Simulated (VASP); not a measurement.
# TiCo (Pm-3m) in VASP: single point with LDA

Aim: the single point of TiCo with LDA.

All numbers are computed with VASP 6.6.1; they aren't measurements. Logs are shortened: lines on timing, memory, paths and dates and some standing lists are left out, and cuts for length are marked.

### Step 1. The cell of the first run

It takes space group Pm-3m (No. 221, cubic). The conventional cell has a = 2.902 Å, b = 2.902 Å, c = 2.902 Å, α = 90.00°, β = 90.00°, γ = 90.00°. Co (site symmetry m-3m) has 8 Ti at 2.51 Å and 6 Co at 2.90 Å within 3.3 Å. Ti (site symmetry m-3m) has 8 Co at 2.51 Å and 6 Ti at 2.90 Å within 3.3 Å.

### Step 2. Single point, LDA, collinear spin, ferromagnetic start

Contents of INCAR:

```
  PREC = Accurate
  ENCUT = 600
  EDIFF = 1E-6
  ISMEAR = 1
  SIGMA = 0.1
  LREAL = False
  LASPH = True
  NELM = 200
  ALGO = Normal
  ISIF = 2
  LWAVE = False
  LCHARG = False
  ISPIN = 2
  MAGMOM = 1 0
  LORBIT = 11
  LMAXMIX = 4
  GGA = CA
  NBANDS = 22
  GGA_COMPAT = False
```

Contents of KPOINTS:

```
Automatic mesh
0
Gamma
  16 16 16
```

Contents of POSCAR:

```
TiCo
1.0
    2.9021900718      0.0000000000      0.0000000000
    0.0000000000      2.9021900718      0.0000000000
    0.0000000000      0.0000000000      2.9021900718
Co Ti
1 1
Direct
    0.0000000000      0.0000000000      0.0000000000
    0.5000000000      0.5000000000      0.5000000000
```

Potentials or basis: VASP PAW LDA potentials, release 64 (Co, Ti_sv).

Command:

```console
cat potpaw_LDA.64/Co/POTCAR potpaw_LDA.64/Ti_sv/POTCAR > POTCAR
mpirun -np 1 vasp_std > vasp.out
```

OUTCAR:

```text
PREC = Accurate
   ENCUT = 600
   EDIFF = 1E-6
   ISMEAR = 1
   LREAL = False
   LASPH = True
   NELM = 200
   ISIF = 2
   ISPIN = 2
   LORBIT = 11
   GGA = CA

 ion  position               nearest neighbor table
   1  0.000  0.000  0.000-   2 2.51   2 2.51   2 2.51   2 2.51   2 2.51   2 2.51   2 2.51   2 2.51

   2  0.500  0.500  0.500-   1 2.51   1 2.51   1 2.51   1 2.51   1 2.51   1 2.51   1 2.51   1 2.51

  LATTYP: Found a simple cubic cell.
 ALAT       =     2.9021900718

  Lattice vectors:

 A1 = (   2.9021900718,   0.0000000000,   0.0000000000)
 A2 = (   0.0000000000,   2.9021900718,   0.0000000000)
 A3 = (   0.0000000000,   0.0000000000,   2.9021900718)

Analysis of symmetry for initial positions (statically):
=====================================================================
 Subroutine PRICEL returns:
 Original cell was already a primitive cell.

 Routine SETGRP: Setting up the symmetry group for a
 simple cubic supercell.

 Subroutine GETGRP returns: Found 48 space group operations
 (whereof 48 operations were pure point group operations)
 out of a pool of 48 trial point group operations.

The static configuration has the point symmetry O_h .

Analysis of symmetry for dynamics (positions and initial velocities):
=====================================================================
 Subroutine PRICEL returns:
 Original cell was already a primitive cell.

 Routine SETGRP: Setting up the symmetry group for a
 simple cubic supercell.

 Subroutine GETGRP returns: Found 48 space group operations
 (whereof 48 operations were pure point group operations)
 out of a pool of 48 trial point group operations.

The dynamic configuration has the point symmetry O_h .

Analysis of structural, dynamic, and magnetic symmetry:
=====================================================================
 Subroutine PRICEL returns:
 Original cell was already a primitive cell.

 Routine SETGRP: Setting up the symmetry group for a
 simple cubic supercell.

 Subroutine GETGRP returns: Found 48 space group operations
 (whereof 48 operations were pure point group operations)
 out of a pool of 48 trial point group operations.

The overall configuration has the point symmetry O_h .

 Subroutine INISYM returns: Found 48 space group operations
 (whereof 48 operations are pure point group operations),
 and found     1 'primitive' translations

----------------------------------------------------------------------------------------

                                     Primitive cell

  volume of cell :      24.4443

  direct lattice vectors                    reciprocal lattice vectors
     2.902190072  0.000000000  0.000000000     0.344567370  0.000000000  0.000000000
     0.000000000  2.902190072  0.000000000     0.000000000  0.344567370  0.000000000
     0.000000000  0.000000000  2.902190072     0.000000000  0.000000000  0.344567370

  length of vectors
     2.902190072  2.902190072  2.902190072     0.344567370  0.344567370  0.344567370

  position of ions in fractional coordinates (direct lattice)
     0.000000000  0.000000000  0.000000000
     0.500000000  0.500000000  0.500000000

  ion indices of the primitive-cell ions
   primitive index   ion index
                 1           1
                 2           2

----------------------------------------------------------------------------------------

 KPOINTS: Automatic mesh

Automatic generation of k-mesh.
 Grid dimensions read from file:
 generate k-points for:   16   16   16

 Generating k-lattice:

  Cartesian coordinates                     Fractional coordinates (reciprocal lattice)
     0.021535461  0.000000000  0.000000000     0.062500000  0.000000000  0.000000000
     0.000000000  0.021535461  0.000000000     0.000000000  0.062500000  0.000000000
     0.000000000  0.000000000  0.021535461     0.000000000  0.000000000  0.062500000

  Length of vectors
     0.021535461  0.021535461  0.021535461

  Shift w.r.t. Gamma in fractional coordinates (k-lattice)
     0.000000000  0.000000000  0.000000000

 Subroutine IBZKPT returns following result:
 ===========================================

 Found    165 irreducible k-points:

 Following reciprocal coordinates:
            Coordinates               Weight
  0.000000  0.000000  0.000000      1.000000
  0.062500  0.000000  0.000000      6.000000
  0.125000  0.000000  0.000000      6.000000
  0.187500  0.000000  0.000000      6.000000
  0.250000  0.000000  0.000000      6.000000
  0.312500  0.000000  0.000000      6.000000
[... 16 lines left out ...]
  0.437500  0.125000  0.000000     24.000000
  0.500000  0.125000  0.000000     12.000000
 [... further k-points ...]
   k-points           NKPTS =    165   k-points in BZ     NKDIM =    165   number of bands    NBANDS=     22
   number of dos      NEDOS =    301   number of ions     NIONS =      2
   total plane-waves  NPLWV =  13824
   dimension x,y,z NGX =    24 NGY =   24 NGZ =   24
   dimension x,y,z NGXF=    48 NGYF=   48 NGZF=   48
   ions per type =               1   1
   NGX,Y,Z   is equivalent  to a cutoff of  13.75, 13.75, 13.75 a.u.
   NGXF,Y,Z  is equivalent  to a cutoff of  27.50, 27.50, 27.50 a.u.
 SYSTEM =  unknown system
   PREC   = accura    normal or accurate (medium, high low for compatibility)
   ISTART =      0    job   : 0-new  1-cont  2-samecut
   ICHARG =      2    charge: 1-file 2-atom 10-const
   ISPIN  =      2    spin polarized calculation?
   LNONCOLLINEAR =      F non collinear calculations
   LSORBIT =      F    spin-orbit coupling
   LASPH  =      T    aspherical Exc in radial PAW
   ENCUT  =  600.0 eV  44.10 Ry    6.64 a.u.   5.80  5.80  5.80*2*pi/ulx,y,z
   NELM   =    200;   NELMIN=  2; NELMDL= -5     # of ELM steps
   EDIFF  = 0.1E-05   stopping-criterion for ELM
   LREAL  =      F    real-space projection
   EDIFFG = 0.1E-04   stopping-criterion for IOM
   NSW    =      0    number of steps for IOM
   IBRION =     -1    ionic relax: 0-MD 1-quasi-New 2-CG
   NFREE  =      0    steps in history (QN), initial steepest desc. (CG)
   ISIF   =      2    stress and relaxation
   ISYM   =      2    0-nonsym 1-usesym 2-fastsym
   POTIM  = 0.5000    time-step for ionic-motion
   TEBEG  =    0.0;   TEEND  =   0.0 temperature during run
   PSTRESS=    0.0 pullay stress
   NELECT =      21.0000    total number of electrons
   NUPDOWN=      -1.0000    fix difference up-down
   EMIN   =  10.00;   EMAX   =-10.00  energy-range for DOS
   EFERMI =   0.00;   METHOD = LEGACY
   ISMEAR =     1;   SIGMA  =   0.10  broadening in eV -4-tet -1-fermi 0-gaus
   EFERMI_NEDOS =   21; number of points for ismear=-14 and -15
   IALGO  =     38    algorithm
   IMIX   =      4    mixing-type and parameters
     AMIX     =   0.40;   BMIX     =  1.00
     AMIX_MAG =   1.60;   BMIX_MAG =  1.00
  volume/ion in A,a.u.               =      12.22        82.48
  Fermi-wavevector in a.u.,A,eV,Ry     =   1.556284  2.940950 32.953565  2.422019
  Thomas-Fermi vector in A             =   2.660102
   LORBIT       =     11    0 simple, 1 ext, 2 COOP (PROOUT), +10 PAW based schemes
   GGA     = CA    functional components
   LHFCALC =     F    Hartree Fock is set to
   AEXX    =    0.0000 exact exchange contribution
   IVDW    =     0    specifies the selected vdW correction
   LEPSILON=     F    determine dielectric tensor
   LRPA    =     F    only Hartree local field effects (RPA)
 spin polarized calculation
 Methfessel and Paxton  Order N= 1 SIGMA  =   0.10
  energy-cutoff  :      600.00
  volume of cell :       24.44
 maximum number of plane-waves:       840
 NGX is ok and might be reduce to    24
   NGX = 11   NGY = 11   NGZ = 11

 number of electron      21.0000014 magnetization       0.1383397

 Free energy of the ion-electron system (eV)
  ---------------------------------------------------
  ext. energy  EPLUGINS =         0.00000000
  ---------------------------------------------------
  free energy    TOTEN  =       -17.59375730 eV

  energy without entropy =      -17.59324713  energy(sigma->0) =      -17.59358724

 E-fermi :  10.7889     XC(G=0): -13.3512

 val. band max:       10.7884173887   @ k =   0.5000   0.1875   0.0000
 cond. band min:      10.7931743013   @ k =   0.5000   0.0625   0.0625
 fundamental gap:      0.0047569126
 Fermi energy:        10.7888800316

 spin component 1

 k-point     1 :       0.0000    0.0000    0.0000
  band No.  band energies     occupation
      1     -45.5832      1.00000
      2     -22.0241      1.00000
      3     -22.0241      1.00000
      4     -22.0241      1.00000
      5       2.8557      1.00000
      6       6.5235      1.00000
[... 14 lines left out ...]
     21      32.0073      0.00000
     22      32.4510      0.00000
[... 552 lines left out ...]
  band No.  band energies     occupation
      1     -45.5282      1.00000
      2     -22.4299      1.00000
      3     -22.0509      1.00000
      4     -21.9890      1.00000
      5       6.6167      1.00000
      6       6.9904      1.00000
[... 14 lines left out ...]
     21      28.7108      0.00000
     22      30.1657      0.00000

 [... further k-points ...]

 spin component 2

 k-point     1 :       0.0000    0.0000    0.0000
  band No.  band energies     occupation
      1     -45.5760      1.00000
      2     -22.0171      1.00000
      3     -22.0171      1.00000
      4     -22.0171      1.00000
      5       2.8706      1.00000
      6       6.5974      1.00000
[... 14 lines left out ...]
     21      32.0352      0.00000
     22      32.4574      0.00000
[... 552 lines left out ...]
  band No.  band energies     occupation
      1     -45.5210      1.00000
      2     -22.4230      1.00000
      3     -22.0438      1.00000
      4     -21.9819      1.00000
      5       6.6643      1.00000
      6       7.0073      1.00000
[... 14 lines left out ...]
     21      28.7334      0.00000
     22      30.1723      0.00000

 [... further k-points ...]

------------------------ aborting loop because EDIFF is reached ----------------------------------------

  FORCE on cell =-STRESS in cart. coord.  units (eV):
  Direction    XX          YY          ZZ          XY          YZ          ZX
  --------------------------------------------------------------------------------------
  -------------------------------------------------------------------------------------
  Total       -0.0690920     -0.0690920     -0.0690920     -0.0000000     -0.0000000      0.0000000
  in kB       -4.5285664     -4.5285664     -4.5285664     -0.0000000     -0.0000000      0.0000000
  external PRESSURE =      -4.5285664 kB  Pullay stress =       0.0000000 kB

 VOLUME and BASIS-vectors are now :
 -----------------------------------------------------------------------------
  energy-cutoff  :      600.00
  volume of cell :       24.44
      direct lattice vectors                 reciprocal lattice vectors
     2.902190072  0.000000000  0.000000000     0.344567370  0.000000000  0.000000000
     0.000000000  2.902190072  0.000000000     0.000000000  0.344567370  0.000000000
     0.000000000  0.000000000  2.902190072     0.000000000  0.000000000  0.344567370

 POSITION                                       TOTAL-FORCE (eV/Angst)
 -----------------------------------------------------------------------------------
      0.00000      0.00000      0.00000         0.000000      0.000000      0.000000
      1.45110      1.45110      1.45110         0.000000      0.000000      0.000000
 -----------------------------------------------------------------------------------
    total drift:                                0.000000      0.000000     -0.000000

  FREE ENERGIE OF THE ION-ELECTRON SYSTEM (eV)
  ---------------------------------------------------
  free  energy   TOTEN  =       -17.5937573003 eV

  energy  without entropy=      -17.5932471260  energy(sigma->0) =      -17.59358724

 total charge

# of ion       s       p       d       tot
------------------------------------------
    1        0.560   0.490   7.418   8.469
    2        2.269   6.207   1.957  10.433
--------------------------------------------------
tot          2.829   6.697   9.375  18.902

 magnetization (x)

# of ion       s       p       d       tot
------------------------------------------
    1        0.006   0.002   0.124   0.132
    2       -0.000  -0.000   0.007   0.007
--------------------------------------------------
tot          0.006   0.001   0.132   0.139
```

It took 1.9 min on 1 thread of Oxide Virtual Turin-like, shared host; peak memory 0.23 GiB.

What came out:

```
Free energy                                           : -17.5938 eV
Pressure                                              : -0.5 GPa
Net moment                                            : 0.14 μB per cell
Site moments                                          : Co +0.13; Ti +0.01 μB
Valence electrons inside the program's atomic spheres : Co 8.47; Ti 10.43
```
